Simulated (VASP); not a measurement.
# KBr (Fm-3m) in VASP: notebook

Aim: see how the results for KBr move with the level of theory and the settings. Levels: PBE+D3(BJ), PBE, LDA. Tasks: single point, relaxation of cell and atoms.

Program: VASP 6.6.1. These are calculated values, not measurements. Logs are shortened: lines on timing, memory, paths and dates and some standing lists are left out, and cuts for length are marked.

**1. The cell of the first run**

Symmetry: Fm-3m, No. 225, cubic system. The conventional cell has a = 6.565 Å, b = 6.565 Å, c = 6.565 Å, α = 90.00°, β = 90.00°, γ = 90.00°. Br (site symmetry m-3m) has 6 K at 3.28 Å within 4.3 Å. K (site symmetry m-3m) has 6 Br at 3.28 Å within 4.3 Å.

**2. Single point, PBE+D3(BJ)**

Input file INCAR:

```
SYSTEM = KBr
PREC = Accurate
ENCUT = 500
EDIFF = 1E-6
ISMEAR = -1
SIGMA = 0.05
LREAL = .False.
LASPH = .True.
NELM = 120
ALGO = Normal
ISIF = 2
LWAVE = .False.
LCHARG = .False.
GGA = PE
IVDW = 12
NBANDS = 15
GGA_COMPAT = .False.
```

Input file KPOINTS:

```
Automatic mesh
0
Gamma
  7 7 7
  0 0 0
```

Input file POSCAR:

```
KBr
1.0
    0.0000000000      3.2823033758      3.2823033758
    3.2823033758      0.0000000000      3.2823033758
    3.2823033758      3.2823033758      0.0000000000
Br K
1 1
Direct
    0.5000000000      0.5000000000      0.5000000000
    0.0000000000      0.0000000000      0.0000000000
```

Potentials or basis: VASP PAW PBE potentials, release 64 (Br, K_sv).

Run with:

```console
cat potpaw_PBE.64/Br/POTCAR potpaw_PBE.64/K_sv/POTCAR > POTCAR
mpirun -np 1 vasp_std > vasp.out
```

OUTCAR:

```text
SYSTEM = KBr
   PREC = Accurate
   ENCUT = 500
   EDIFF = 1E-6
   ISMEAR = -1
   LREAL = .False.
   LASPH = .True.
   NELM = 120
   ISIF = 2
   GGA = PE
   IVDW = 12
 IVDW          = 12

 ion  position               nearest neighbor table
   1  0.500  0.500  0.500-   2 3.28   2 3.28   2 3.28   2 3.28   2 3.28   2 3.28
   2  0.000  0.000  0.000-   1 3.28   1 3.28   1 3.28   1 3.28   1 3.28   1 3.28

  LATTYP: Found a face centered cubic cell.
 ALAT       =     6.5646067516

  Lattice vectors:

 A1 = (   0.0000000000,   3.2823033758,   3.2823033758)
 A2 = (   3.2823033758,   0.0000000000,   3.2823033758)
 A3 = (   3.2823033758,   3.2823033758,   0.0000000000)

Analysis of symmetry for initial positions (statically):
=====================================================================
 Subroutine PRICEL returns:
 Original cell was already a primitive cell.

 Routine SETGRP: Setting up the symmetry group for a
 face centered cubic supercell.

 Subroutine GETGRP returns: Found 48 space group operations
 (whereof 48 operations were pure point group operations)
 out of a pool of 48 trial point group operations.

The static configuration has the point symmetry O_h .

Analysis of symmetry for dynamics (positions and initial velocities):
=====================================================================
 Subroutine PRICEL returns:
 Original cell was already a primitive cell.

 Routine SETGRP: Setting up the symmetry group for a
 face centered cubic supercell.

 Subroutine GETGRP returns: Found 48 space group operations
 (whereof 48 operations were pure point group operations)
 out of a pool of 48 trial point group operations.

The dynamic configuration has the point symmetry O_h .

 Subroutine INISYM returns: Found 48 space group operations
 (whereof 48 operations are pure point group operations),
 and found     1 'primitive' translations

----------------------------------------------------------------------------------------

                                     Primitive cell

  volume of cell :      70.7239

  direct lattice vectors                    reciprocal lattice vectors
     0.000000000  3.282303376  3.282303376    -0.152332049  0.152332049  0.152332049
     3.282303376  0.000000000  3.282303376     0.152332049 -0.152332049  0.152332049
     3.282303376  3.282303376  0.000000000     0.152332049  0.152332049 -0.152332049

  length of vectors
     4.641877950  4.641877950  4.641877950     0.263846849  0.263846849  0.263846849

  position of ions in fractional coordinates (direct lattice)
     0.500000000  0.500000000  0.500000000
     0.000000000  0.000000000  0.000000000

  ion indices of the primitive-cell ions
   primitive index   ion index
                 1           1
                 2           2

----------------------------------------------------------------------------------------

 KPOINTS: Automatic mesh

Automatic generation of k-mesh.
 Grid dimensions read from file:
 generate k-points for:    7    7    7

 Generating k-lattice:

  Cartesian coordinates                     Fractional coordinates (reciprocal lattice)
    -0.021761721  0.021761721  0.021761721     0.142857143  0.000000000  0.000000000
     0.021761721 -0.021761721  0.021761721     0.000000000  0.142857143  0.000000000
     0.021761721  0.021761721 -0.021761721     0.000000000  0.000000000  0.142857143

  Length of vectors
     0.037692407  0.037692407  0.037692407

  Shift w.r.t. Gamma in fractional coordinates (k-lattice)
     0.000000000  0.000000000  0.000000000

 Subroutine IBZKPT returns following result:
 ===========================================

 Found     20 irreducible k-points:

 Following reciprocal coordinates:
            Coordinates               Weight
  0.000000  0.000000  0.000000      1.000000
  0.142857  0.000000  0.000000      8.000000
  0.285714  0.000000  0.000000      8.000000
  0.428571  0.000000  0.000000      8.000000
  0.142857  0.142857  0.000000      6.000000
  0.285714  0.142857  0.000000     24.000000
[... 12 lines left out ...]
 -0.428571  0.428571  0.142857     24.000000
 -0.285714  0.428571  0.142857     24.000000
   k-points           NKPTS =     20   k-points in BZ     NKDIM =     20   number of bands    NBANDS=     15
   number of dos      NEDOS =    301   number of ions     NIONS =      2
   total plane-waves  NPLWV =  46656
   dimension x,y,z NGX =    36 NGY =   36 NGZ =   36
   dimension x,y,z NGXF=    72 NGYF=   72 NGZF=   72
   ions per type =               1   1
   NGX,Y,Z   is equivalent  to a cutoff of  12.89, 12.89, 12.89 a.u.
   NGXF,Y,Z  is equivalent  to a cutoff of  25.79, 25.79, 25.79 a.u.
 SYSTEM =  KBr
   PREC   = accura    normal or accurate (medium, high low for compatibility)
   ISTART =      0    job   : 0-new  1-cont  2-samecut
   ICHARG =      2    charge: 1-file 2-atom 10-const
   ISPIN  =      1    spin polarized calculation?
   LNONCOLLINEAR =      F non collinear calculations
   LSORBIT =      F    spin-orbit coupling
   LASPH  =      T    aspherical Exc in radial PAW
   ENCUT  =  500.0 eV  36.75 Ry    6.06 a.u.   8.46  8.46  8.46*2*pi/ulx,y,z
   NELM   =    120;   NELMIN=  2; NELMDL= -5     # of ELM steps
   EDIFF  = 0.1E-05   stopping-criterion for ELM
   LREAL  =      F    real-space projection
   EDIFFG = 0.1E-04   stopping-criterion for IOM
   NSW    =      0    number of steps for IOM
   IBRION =     -1    ionic relax: 0-MD 1-quasi-New 2-CG
   NFREE  =      0    steps in history (QN), initial steepest desc. (CG)
   ISIF   =      2    stress and relaxation
   ISYM   =      2    0-nonsym 1-usesym 2-fastsym
   POTIM  = 0.5000    time-step for ionic-motion
   TEBEG  =    0.0;   TEEND  =   0.0 temperature during run
   PSTRESS=    0.0 pullay stress
   NELECT =      16.0000    total number of electrons
   NUPDOWN=      -1.0000    fix difference up-down
   EMIN   =  10.00;   EMAX   =-10.00  energy-range for DOS
   EFERMI =   0.00;   METHOD = LEGACY
   ISMEAR =    -1;   SIGMA  =   0.05  broadening in eV -4-tet -1-fermi 0-gaus
   EFERMI_NEDOS =   21; number of points for ismear=-14 and -15
   IALGO  =     38    algorithm
   IMIX   =      4    mixing-type and parameters
     AMIX     =   0.40;   BMIX     =  1.00
     AMIX_MAG =   1.60;   BMIX_MAG =  1.00
  volume/ion in A,a.u.               =      35.36       238.63
  Fermi-wavevector in a.u.,A,eV,Ry     =   0.997530  1.885059 13.538705  0.995067
  Thomas-Fermi vector in A             =   2.129693
   LORBIT       =      0    0 simple, 1 ext, 2 COOP (PROOUT), +10 PAW based schemes
   GGA     = PE    functional components
   LHFCALC =     F    Hartree Fock is set to
   AEXX    =    0.0000 exact exchange contribution
   IVDW    =    12    specifies the selected vdW correction
   LEPSILON=     F    determine dielectric tensor
   LRPA    =     F    only Hartree local field effects (RPA)
 non-spin polarized calculation
  energy-cutoff  :      500.00
  volume of cell :       70.72
 maximum number of plane-waves:      1823
 NGX is ok and might be reduce to    36
   NGX = 17   NGY = 17   NGZ = 17

 number of electron      15.9999999 magnetization

 Free energy of the ion-electron system (eV)
  ---------------------------------------------------
  ext. energy  EPLUGINS =         0.00000000
  ---------------------------------------------------
  free energy    TOTEN  =        -6.20847853 eV

  energy without entropy =       -6.20847853  energy(sigma->0) =       -6.20847853

 E-fermi :  -0.5467     XC(G=0):  -7.4353

 val. band max:       -1.6757714749   @ k =   0.0000   0.0000   0.0000
 cond. band min:       2.8017973277   @ k =   0.0000   0.0000   0.0000
 fundamental gap:      4.4775688026
 Fermi energy:        -0.5467248714

 k-point     1 :       0.0000    0.0000    0.0000
  band No.  band energies     occupation
      1     -29.4229      2.00000
      2     -13.9880      2.00000
      3     -12.9014      2.00000
      4     -12.9014      2.00000
      5     -12.9014      2.00000
      6      -1.6758      2.00000
      7      -1.6758      2.00000
      8      -1.6758      2.00000
      9       2.8018      0.00000
     10       5.9312      0.00000
     11       5.9312      0.00000
     12       5.9312      0.00000
     13       6.7647      0.00000
     14       6.7647      0.00000
     15       9.9681      0.00000

 k-point     2 :       0.1429    0.0000    0.0000
  band No.  band energies     occupation
      1     -29.4217      2.00000
      2     -14.0280      2.00000
      3     -12.9025      2.00000
      4     -12.9025      2.00000
      5     -12.8475      2.00000
      6      -1.9660      2.00000
      7      -1.7456      2.00000
      8      -1.7456      2.00000
      9       3.3097      0.00000
     10       5.8135      0.00000
     11       6.1757      0.00000
     12       6.1757      0.00000
     13       7.0371      0.00000
     14       7.0371      0.00000
     15      10.6797      0.00000

 k-point     3 :       0.2857    0.0000    0.0000
  band No.  band energies     occupation
      1     -29.4191      2.00000
      2     -14.1071      2.00000
      3     -12.9049      2.00000
      4     -12.9049      2.00000
      5     -12.7367      2.00000
      6      -2.4920      2.00000
      7      -1.8942      2.00000
      8      -1.8942      2.00000
      9       4.3066      0.00000
     10       5.9091      0.00000
     11       6.8469      0.00000
     12       6.8469      0.00000
     13       7.7690      0.00000
     14       7.7690      0.00000
     15      10.3027      0.00000
[... 271 lines left out ...]
 k-point    19 :      -0.4286    0.4286    0.1429
  band No.  band energies     occupation
      1     -29.4152      2.00000
      2     -13.9730      2.00000
      3     -12.9667      2.00000
      4     -12.9485      2.00000
      5     -12.8413      2.00000
      6      -2.4719      2.00000
      7      -2.0965      2.00000
      8      -2.0822      2.00000
      9       4.7797      0.00000
     10       5.9836      0.00000
     11       6.9862      0.00000
     12       7.9634      0.00000
     13       8.1486      0.00000
     14       8.9884      0.00000
     15       9.5061      0.00000

 k-point    20 :      -0.2857    0.4286    0.1429
  band No.  band energies     occupation
      1     -29.4151      2.00000
      2     -14.0009      2.00000
      3     -12.9727      2.00000
      4     -12.9473      2.00000
      5     -12.7970      2.00000
      6      -2.3679      2.00000
      7      -2.3154      2.00000
      8      -2.1061      2.00000
      9       5.3902      0.00000
     10       6.1375      0.00000
     11       6.7225      0.00000
     12       7.4371      0.00000
     13       8.8560      0.00000
     14       8.8610      0.00000
     15       9.6914      0.00000

------------------------ aborting loop because EDIFF is reached ----------------------------------------

 Edisp (eV)   -0.42048

 E8    (eV) :    -0.1966

  FORCE on cell =-STRESS in cart. coord.  units (eV):
  Direction    XX          YY          ZZ          XY          YZ          ZX
  --------------------------------------------------------------------------------------
  -------------------------------------------------------------------------------------
  Total       0.01898     0.01898     0.01898     0.00000     0.00000    -0.00000
  in kB       0.43003     0.43003     0.43003     0.00000     0.00000    -0.00000
  external pressure =        0.43 kB  Pullay stress =        0.00 kB

 VOLUME and BASIS-vectors are now :
 -----------------------------------------------------------------------------
  energy-cutoff  :      500.00
  volume of cell :       70.72
      direct lattice vectors                 reciprocal lattice vectors
     0.000000000  3.282303376  3.282303376    -0.152332049  0.152332049  0.152332049
     3.282303376  0.000000000  3.282303376     0.152332049 -0.152332049  0.152332049
     3.282303376  3.282303376  0.000000000     0.152332049  0.152332049 -0.152332049

 POSITION                                       TOTAL-FORCE (eV/Angst)
 -----------------------------------------------------------------------------------
      3.28230      3.28230      3.28230        -0.000000      0.000000     -0.000000
      0.00000      0.00000      0.00000         0.000000     -0.000000      0.000000
 -----------------------------------------------------------------------------------
    total drift:                                0.000000      0.000000      0.000000

  FREE ENERGIE OF THE ION-ELECTRON SYSTEM (eV)
  ---------------------------------------------------
  free  energy   TOTEN  =        -6.6289591472 eV

  energy  without entropy=       -6.6289591472  energy(sigma->0) =       -6.62895915
```

Wall time 17 s (1 thread of Intel Xeon Platinum 8259CL at 2.50GHz (Skylake/Cascade Lake), shared host); peak memory 0.21 GiB.

What came out:

| Item | Value |
| --- | --- |
| Free energy | -6.6290 eV |
| Pressure | 0.0 GPa |
| Band gap on the k mesh | 4.48 eV |
| Dispersion energy per atom | -0.210 eV |

**3. Single point, PBE**

This run uses another cell than the first one, of 35.94 Å³/atom.

Input file INCAR:

```
PREC = Accurate
ENCUT = 500
EDIFF = 1E-6
ISMEAR = 0
SIGMA = 0.027000000000000003
LREAL = F
LASPH = T
NELM = 120
ALGO = Normal
ISIF = 2
LWAVE = F
LCHARG = T
GGA = PE
LELF = T
LVHAR = T
NBANDS = 15
GGA_COMPAT = F
```

Input file KPOINTS:

```
Automatic mesh
0
Gamma
  7 7 7
```

Input file POSCAR:

```
KBr
1.0
    0.0000000000      3.3000000000      3.3000000000
    3.3000000000      0.0000000000      3.3000000000
    3.3000000000      3.3000000000      0.0000000000
Br K
1 1
Direct
    0.5000000000      0.5000000000      0.5000000000
    0.0000000000      0.0000000000      0.0000000000
```

Potentials or basis: VASP PAW PBE potentials, release 64 (Br, K_sv).

Run with:

```console
cat potpaw_PBE.64/Br/POTCAR potpaw_PBE.64/K_sv/POTCAR > POTCAR
mpirun -np 1 vasp_std > vasp.out
```

It took 19 s on 1 thread of Intel Xeon Platinum 8259CL at 2.50GHz (Skylake/Cascade Lake), shared host; peak memory 0.21 GiB.

Results (log left out):

* Free energy: -6.2150 eV
* Pressure: 0.8 GPa
* Band gap on the k mesh: 4.43 eV

Levels at points of the mesh, in eV from the valence-band top:
```csv
k point,band 4,band 5,band 6,band 7,band 8,band 9,band 10,band 11,band 12,band 13
"(0.00, 0.00, 0.00)",-11.26,-11.26,0.00,0.00,0.00,4.43,7.60,7.60,7.60,8.43
```

Caveat: an odd mesh through Γ misses points on the zone boundary, where band edges can lie.

**4. Relaxation of cell and atoms, LDA, non-collinear spin, zero start, spin-orbit coupling (34.14 Å³/atom)**

This run uses another cell than the first one, of 34.14 Å³/atom.

Input file POSCAR:

```
KBr
1.0
    0.0000000000      3.2440569892      3.2440569892
    3.2440569892      0.0000000000      3.2440569892
    3.2440569892      3.2440569892      0.0000000000
Br K
1 1
Direct
    0.5000000000      0.5000000000      0.5000000000
    0.0000000000      0.0000000000      0.0000000000
```

Input file INCAR.step1:

```
SYSTEM = KBr
GGA      = CA             ! functional
LSORBIT  = .TRUE.         ! spin-orbit coupling
MAGMOM   = 0 0 0 0 0 0    ! initial moments
LORBIT   = 11             ! projections on sites
ISMEAR   = 0              ! smearing method
SIGMA    = 0.03           ! smearing width, eV
LWAVE    = .FALSE.        ! write WAVECAR
LCHARG   = .FALSE.        ! write CHGCAR
NSW      = 80             ! ionic steps
PREC     = Accurate       ! precision mode
LASPH    = .TRUE.         ! aspherical terms in the spheres
LREAL    = .FALSE.        ! projectors in reciprocal space
ALGO     = Normal         ! electronic algorithm
EDIFF    = 1E-6           ! SCF threshold, eV
NELM     = 200            ! most SCF steps
GGA_COMPAT= .FALSE.      
IBRION   = 2              ! ionic algorithm
ISIF     = 3              ! what is computed and relaxed
EDIFFG   = -0.005         ! ionic threshold
NELMIN   = 4            
ENCUT    = 390            ! plane-wave cutoff, eV
EFERMI   = MIDGAP       
KPAR     = 4            
POTIM    = 0.5            ! step
```

Input file INCAR.step3:

```
SYSTEM = KBr
GGA      = CA             ! functional
LSORBIT  = .TRUE.         ! spin-orbit coupling
MAGMOM   = 0 0 0 0 0 0    ! initial moments
LORBIT   = 11             ! projections on sites
ISMEAR   = 0              ! smearing method
SIGMA    = 0.03           ! smearing width, eV
LWAVE    = .FALSE.        ! write WAVECAR
LCHARG   = .FALSE.        ! write CHGCAR
PREC     = Accurate       ! precision mode
LASPH    = .TRUE.         ! aspherical terms in the spheres
LREAL    = .FALSE.        ! projectors in reciprocal space
ALGO     = Normal         ! electronic algorithm
EDIFF    = 1E-6           ! SCF threshold, eV
NELM     = 200            ! most SCF steps
GGA_COMPAT= .FALSE.      
ISIF     = 2              ! what is computed and relaxed
ENCUT    = 390            ! plane-wave cutoff, eV
EFERMI   = MIDGAP       
KPAR     = 4
```

Input file KPOINTS:

```
Automatic mesh
0
Gamma
  5 5 5
  0 0 0
```

Potentials or basis: VASP PAW LDA potentials, release 64 (Br, K_sv).

Run with:

```console
cat potpaw_LDA.64/Br/POTCAR potpaw_LDA.64/K_sv/POTCAR > POTCAR
cp INCAR.step1 INCAR
cp POSCAR.step1 POSCAR
mpirun -np 4 vasp_ncl > vasp.out
cp CONTCAR POSCAR
mpirun -np 4 vasp_ncl > vasp.out
cp CONTCAR POSCAR
cp INCAR.step3 INCAR
mpirun -np 4 vasp_ncl > vasp.out
```

Wall time 24 s (4 MPI ranks of AMD EPYC 9R45 (Zen 5), shared host); peak memory 0.2 GiB.

It converged, with:

- Free energy: -6.8657 eV
- Relaxed volume: 32.48 Å³/atom
- Relaxed cell: a = 4.512 Å, b = 4.512 Å, c = 4.512 Å, α = 60.00°, β = 60.00°, γ = 60.00°
- Space group after relaxing (to 0.1 Å): Fm-3m (No. 225)
- Energy gained by relaxing: 4.6 meV/atom
- Ionic steps: 4
- Pressure after relaxing: 0.0 GPa
- Net moment: 0.00 μB per cell
- Valence electrons inside the program's atomic spheres: Br 4.90; K 7.56

The path:
```
step  energy change (eV)  largest force (eV/Å)  pressure (GPa)  volume (Å³)
   1              0.0000                0.0000           -0.91        68.28
   2             -0.0080                0.0000           -0.43        66.38
   3             -0.0100                0.0000           -0.01        64.97
   4             -0.0092                0.0000           -0.02        64.97
```

Final structure:
```yaml
crystal:
  lattice:
    - [0.00000, 3.19074, 3.19074]
    - [3.19074, 0.00000, 3.19074]
    - [3.19074, 3.19074, 0.00000]
  atoms:
    - { symbol: Br, position: [0.50000, 0.50000, 0.50000] }
    - { symbol: K, position: [0.00000, 0.00000, 0.00000] }
```

Moments on the atoms (μB; x, y, z):
```
Br  0.00 0.00 0.00
K   0.00 0.00 0.00
```

LDA usually gives volumes a few per cent too small. Zero-point motion and thermal expansion aren't in these numbers.

**5. The runs side by side**

```csv
task,level,potentials or basis,spin,cell,k mesh,cutoff (eV),smearing,dipole correction,tolerance level,purpose,passes,gap on the mesh (eV),pressure (GPa)
single point,PBE+D3(BJ),"VASP PAW PBE potentials, release 64 (Br, K_sv)",off,"a = 4.642 Å, angles 60.0°, 2 atoms",7 × 7 × 7,500,fermi-dirac 0.05 eV,no,-,-,-,4.48,0.0
single point,PBE,"VASP PAW PBE potentials, release 64 (Br, K_sv)",off,"a = 4.667 Å, angles 60.0°, 2 atoms",7 × 7 × 7,500,gaussian 0.027 eV,no,-,-,-,4.43,0.8
relaxation of cell and atoms,LDA,"VASP PAW LDA potentials, release 64 (Br, K_sv)","non-collinear, zero start, SOC","relaxed from a = 4.588 Å, angles 60.0°, 2 atoms",5 × 5 × 5,390,gaussian 0.03 eV,-,standard,cell,2,-,0.0
```

Caveats: an odd mesh through Γ misses points on the zone boundary, where band edges can lie (at least some runs).

Absolute energies hang on the potentials; compare differences alone.
